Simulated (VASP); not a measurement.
# CdS (Imm2) in VASP: further runs, part 2 of 2

VASP 6.6.1. The steps go on from the part before.

## Step 4: Single point, PBE (all Cd atoms moved +0.125 Å, as atom 1 along Cartesian [0 1 0])

The input, INCAR:

```
  ALGO = Normal
  EDIFF = 1E-6
  ENCUT = 520
  GGA = PE
  ISIF = 2
  ISMEAR = 0
  LASPH = T
  LCHARG = T
  LELF = T
  LREAL = F
  LVHAR = T
  LWAVE = F
  NBANDS = 16
  NELM = 100
  PREC = Accurate
  SIGMA = 0.05
```

The input, KPOINTS:

```
k-points
0
Gamma
  8 8 8
```

The input, POSCAR:

```
CdS
1.0
    0.0000000000      2.9100000000      2.9100000000
    2.9100000000      0.0000000000      2.9100000000
    2.9100000000      2.9100000000      0.0000000000
Cd S
1 1
Direct
    0.0214776632     -0.0214776632      0.0214776632
    0.7500000000      0.7500000000      0.7500000000
```

Potentials or basis: VASP PAW PBE potentials, release 64 (Cd, S).

Launch:

```
> cat potpaw_PBE.64/Cd/POTCAR potpaw_PBE.64/S/POTCAR > POTCAR
> mpirun -np 1 vasp_std > vasp.out
```

OUTCAR:

```text
EDIFF = 1E-6
   ENCUT = 520
   GGA = PE
   ISIF = 2
   ISMEAR = 0
   LASPH = T
   LREAL = F
   NELM = 100
   PREC = Accurate

 ion  position               nearest neighbor table
   1  0.021  0.979  0.021-   2 2.45   2 2.45   2 2.59   2 2.59
   2  0.750  0.750  0.750-   1 2.45   1 2.45   1 2.59   1 2.59

  LATTYP: Found a face centered cubic cell.
 ALAT       =     5.8200000000

  Lattice vectors:

 A1 = (   0.0000000000,   2.9100000000,   2.9100000000)
 A2 = (   2.9100000000,   0.0000000000,   2.9100000000)
 A3 = (   2.9100000000,   2.9100000000,   0.0000000000)

Analysis of symmetry for initial positions (statically):
=====================================================================
 Subroutine PRICEL returns:
 Original cell was already a primitive cell.

 Routine SETGRP: Setting up the symmetry group for a
 face centered cubic supercell.

 Subroutine GETGRP returns: Found  4 space group operations
 (whereof  4 operations were pure point group operations)
 out of a pool of 48 trial point group operations.

The static configuration has the point symmetry C_2v.

Analysis of symmetry for dynamics (positions and initial velocities):
=====================================================================
 Subroutine PRICEL returns:
 Original cell was already a primitive cell.

 Routine SETGRP: Setting up the symmetry group for a
 face centered cubic supercell.

 Subroutine GETGRP returns: Found  4 space group operations
 (whereof  4 operations were pure point group operations)
 out of a pool of 48 trial point group operations.

The dynamic configuration has the point symmetry C_2v.

 Subroutine INISYM returns: Found  4 space group operations
 (whereof  4 operations are pure point group operations),
 and found     1 'primitive' translations
[... 103 lines left out ...]
   POTIM  = 0.5000    time-step for ionic-motion
   TEBEG  =    0.0;   TEEND  =   0.0 temperature during run
   PSTRESS=    0.0 pullay stress
   NELECT =      18.0000    total number of electrons
   NUPDOWN=      -1.0000    fix difference up-down
   EMIN   =  10.00;   EMAX   =-10.00  energy-range for DOS
   EFERMI =   0.00;   METHOD = LEGACY
   ISMEAR =     0;   SIGMA  =   0.05  broadening in eV -4-tet -1-fermi 0-gaus
   EFERMI_NEDOS =   21; number of points for ismear=-14 and -15
   IALGO  =     38    algorithm
   IMIX   =      4    mixing-type and parameters
     AMIX     =   0.40;   BMIX     =  1.00
     AMIX_MAG =   1.60;   BMIX_MAG =  1.00
  volume/ion in A,a.u.               =      24.64       166.29
  Fermi-wavevector in a.u.,A,eV,Ry     =   1.170207  2.211371 18.631605  1.369384
  Thomas-Fermi vector in A             =   2.306669
   LORBIT       =      0    0 simple, 1 ext, 2 COOP (PROOUT), +10 PAW based schemes
   GGA     = PE    functional components
   LHFCALC =     F    Hartree Fock is set to
   AEXX    =    0.0000 exact exchange contribution
   IVDW    =     0    specifies the selected vdW correction
   LEPSILON=     F    determine dielectric tensor
   LRPA    =     F    only Hartree local field effects (RPA)
 non-spin polarized calculation
 Gauss-broadening in eV      SIGMA  =   0.05
  energy-cutoff  :      520.00
  volume of cell :       49.28
 maximum number of plane-waves:      1363
   NGX = 15   NGY = 15   NGZ = 15

 number of electron      17.9999997 magnetization

 Free energy of the ion-electron system (eV)
  ---------------------------------------------------
  ext. energy  EPLUGINS =         0.00000000
  ---------------------------------------------------
  free energy    TOTEN  =        -6.07238328 eV

  energy without entropy =       -6.07238328  energy(sigma->0) =       -6.07238328

 E-fermi :   1.6299     XC(G=0):  -9.1808

 val. band max:        1.3868501511   @ k =   0.0000   0.0000   0.0000
 cond. band min:       2.5541511999   @ k =   0.0000   0.0000   0.0000
 fundamental gap:      1.1673010489
 Fermi energy:         1.6299499548

 k-point     1 :       0.0000    0.0000    0.0000
  band No.  band energies     occupation
      1     -11.0613      2.00000
      2      -6.4902      2.00000
      3      -6.3938      2.00000
      4      -6.3110      2.00000
      5      -5.9128      2.00000
      6      -5.9064      2.00000
[... 433 lines left out ...]
      3      -6.2018      2.00000
      4      -5.9182      2.00000
      5      -5.8910      2.00000
      6      -5.6102      2.00000
[... 8 lines left out ...]
     15      13.1130      0.00000
     16      14.1894      0.00000

 [... further k-points ...]
[... 5 lines left out ...]
  --------------------------------------------------------------------------------------
  -------------------------------------------------------------------------------------
  Total        1.3044376      1.1390091      1.3044376      0.0000000      0.0000000     -0.9425228
  in kB       42.4057668     37.0278766     42.4057668      0.0000000      0.0000000    -30.6403321
  external PRESSURE =      40.6131367 kB  Pullay stress =       0.0000000 kB

 VOLUME and BASIS-vectors are now :
 -----------------------------------------------------------------------------
  energy-cutoff  :      520.00
  volume of cell :       49.28
      direct lattice vectors                 reciprocal lattice vectors
     0.000000000  2.910000000  2.910000000    -0.171821306  0.171821306  0.171821306
     2.910000000  0.000000000  2.910000000     0.171821306 -0.171821306  0.171821306
     2.910000000  2.910000000  0.000000000     0.171821306  0.171821306 -0.171821306

 POSITION                                       TOTAL-FORCE (eV/Angst)
 -----------------------------------------------------------------------------------
      2.91000      0.12500      2.91000         0.000000     -0.664212      0.000000
      4.36500      4.36500      4.36500         0.000000      0.664212      0.000000
 -----------------------------------------------------------------------------------
    total drift:                                0.000001     -0.000290      0.000001

  FREE ENERGIE OF THE ION-ELECTRON SYSTEM (eV)
  ---------------------------------------------------
  free  energy   TOTEN  =        -6.0723832829 eV

  energy  without entropy=       -6.0723832829  energy(sigma->0) =       -6.07238328
```

It took 44 s on 1 thread of AMD EPYC 9R45 (Zen 5), shared host; peak memory 0.19 GiB.

What came out:

| Property | Result |
| --- | --- |
| Free energy | -6.0724 eV |
| Pressure | 4.1 GPa |
| Largest force | 0.664 eV/Å |
| Band gap on the k mesh | 1.17 eV, direct |

Forces in eV/Å, atoms in the order of the input:
```
Cd   0.000 -0.664  0.000
S    0.000  0.664  0.000
```

Stress tensor (GPa, compression positive):
```
 4.24  0.00 -3.06
 0.00  3.70  0.00
-3.06  0.00  4.24
```

Levels at points of the mesh, in eV from the valence-band top:
```tsv
k point	band 5	band 6	band 7	band 8	band 9	band 10	band 11	band 12	band 13	band 14
(0.00, 0.00, 0.00)	-7.30	-7.29	-0.07	0.00	0.00	1.17	6.53	6.53	6.61	11.40
(0.50, 0.00, 0.00)	-7.25	-6.93	-4.60	-0.95	-0.70	3.12	6.81	7.34	7.54	11.03
(0.00, 0.50, 0.00)	-7.24	-6.89	-4.30	-0.85	-0.59	2.92	6.68	7.19	7.42	11.11
(0.50, 0.50, 0.00)	-7.21	-6.85	-4.01	-1.92	-1.88	3.51	4.33	9.24	10.81	10.85
(0.50, 0.00, 0.50)	-7.21	-6.84	-3.97	-1.93	-1.90	3.47	4.40	9.23	10.64	11.00
```

Caveat: the cell differs from its parent crystal (all Cd atoms moved +0.125 Å, as atom 1 along Cartesian [0 1 0]).

## Step 5: Single point, PBE (all Cd atoms moved +0.075 Å, as atom 1 along Cartesian [0 1 0])

The input, INCAR:

```
ALGO = Normal ; EDIFF = 1E-6
ENCUT = 520 ; GGA = PE
ISIF = 2 ; ISMEAR = 0
LASPH = True ; LCHARG = False
LREAL = False ; LWAVE = False
NBANDS = 16 ; NELM = 60
PREC = Accurate ; SIGMA = 0.05
```

KPOINTS is that of step 4.

POSCAR, as its differences from that of step 4:

```diff
@@ -8,3 +8,3 @@
 Direct
-    0.0214776632     -0.0214776632      0.0214776632
+    0.0128865979     -0.0128865979      0.0128865979
     0.7500000000      0.7500000000      0.7500000000
```

Launch:

```
> cat potpaw_PBE.64/Cd/POTCAR potpaw_PBE.64/S/POTCAR > POTCAR
> mpirun -np 1 vasp_std > vasp.out
```

It took 43 s on 1 thread of AMD EPYC 9R45 (Zen 5), shared host; peak memory 0.19 GiB.

Results (log left out):

```
Free energy            : -6.0990 eV
Pressure               : 3.8 GPa
Largest force          : 0.401 eV/Å
Band gap on the k mesh : 1.16 eV, direct
```

Forces on the atoms (eV/Å):
```
Cd   0.000 -0.401  0.000
S    0.000  0.401  0.000
```

Stress tensor (GPa, compression positive):
```
 3.88  0.00 -1.83
 0.00  3.68  0.00
-1.83  0.00  3.88
```

Levels at points of the mesh, in eV from the valence-band top:
| k point | band 5 | band 6 | band 7 | band 8 | band 9 | band 10 | band 11 | band 12 | band 13 | band 14 |
| --- | --- | --- | --- | --- | --- | --- | --- | --- | --- | --- |
| (0.00, 0.00, 0.00) | -7.28 | -7.28 | -0.04 | -0.01 | 0.00 | 1.16 | 6.52 | 6.53 | 6.57 | 11.44 |
| (0.50, 0.00, 0.00) | -7.24 | -6.91 | -4.54 | -0.88 | -0.73 | 3.08 | 6.89 | 7.20 | 7.52 | 11.06 |
| (0.00, 0.50, 0.00) | -7.24 | -6.88 | -4.36 | -0.82 | -0.66 | 2.95 | 6.80 | 7.12 | 7.45 | 11.11 |
| (0.50, 0.50, 0.00) | -7.19 | -6.83 | -4.00 | -1.92 | -1.90 | 3.52 | 4.34 | 9.25 | 10.81 | 10.82 |
| (0.50, 0.00, 0.50) | -7.20 | -6.83 | -3.99 | -1.93 | -1.90 | 3.51 | 4.37 | 9.24 | 10.70 | 10.92 |

Caveat: the cell differs from its parent crystal (all Cd atoms moved +0.075 Å, as atom 1 along Cartesian [0 1 0]).

## Step 6: Single point, PBE (all Cd atoms moved +0.025 Å, as atom 1 along Cartesian [0 1 0])

The input, INCAR:

```
PREC     = Accurate       # precision mode
ENCUT    = 520            # plane-wave cutoff, eV
EDIFF    = 1E-7           # SCF threshold, eV
ISMEAR   = 0              # smearing method
SIGMA    = 0.05           # smearing width, eV
LREAL    = False          # projectors in reciprocal space
LASPH    = True           # aspherical terms in the spheres
NELM     = 100            # most SCF steps
ALGO     = Normal         # electronic algorithm
ISIF     = 2              # what is computed and relaxed
LWAVE    = False          # write WAVECAR
LCHARG   = True           # write CHGCAR
GGA      = PE             # functional
LELF     = True           # ELF
LVHAR    = True         
NBANDS   = 16             # bands
```

The input, KPOINTS:

```
Automatic mesh
0
Gamma
  8 8 8
```

POSCAR, as its differences from that of step 5:

```diff
@@ -8,3 +8,3 @@
 Direct
-    0.0128865979     -0.0128865979      0.0128865979
+    0.0042955326     -0.0042955326      0.0042955326
     0.7500000000      0.7500000000      0.7500000000
```

Potentials or basis: VASP PAW PBE potentials, release 64 (Cd, S).

Launch:

```
> cat potpaw_PBE.64/Cd/POTCAR potpaw_PBE.64/S/POTCAR > POTCAR
> mpirun -np 1 vasp_std > vasp.out
```

It took 48 s on 1 thread of AMD EPYC 9R45 (Zen 5), shared host; peak memory 0.19 GiB.

It converged, with:

| Quantity | Value |
| --- | --- |
| Free energy | -6.1124 eV |
| Pressure | 3.7 GPa |
| Largest force | 0.134 eV/Å |
| Band gap on the k mesh | 1.16 eV, direct |

Forces on the atoms (eV/Å):
```
Cd   0.000 -0.134  0.000
S    0.000  0.134  0.000
```

Stress tensor (GPa, compression positive):
```
 3.69  0.00 -0.61
 0.00  3.67  0.00
-0.61  0.00  3.69
```

Levels at points of the mesh, in eV from the valence-band top:
```csv
k point,band 5,band 6,band 7,band 8,band 9,band 10,band 11,band 12,band 13,band 14
"(0.00, 0.00, 0.00)",-7.27,-7.27,-0.01,-0.01,0.00,1.16,6.53,6.54,6.55,11.47
"(0.50, 0.00, 0.00)",-7.23,-6.89,-4.48,-0.80,-0.75,3.04,6.97,7.07,7.51,11.09
"(0.00, 0.50, 0.00)",-7.23,-6.88,-4.42,-0.78,-0.73,3.00,6.94,7.04,7.48,11.11
"(0.50, 0.50, 0.00)",-7.18,-6.82,-3.99,-1.91,-1.91,3.53,4.35,9.26,10.82,10.82
"(0.50, 0.00, 0.50)",-7.18,-6.82,-3.99,-1.91,-1.91,3.53,4.36,9.26,10.78,10.85
```

Caveat: the cell differs from its parent crystal (all Cd atoms moved +0.025 Å, as atom 1 along Cartesian [0 1 0]).
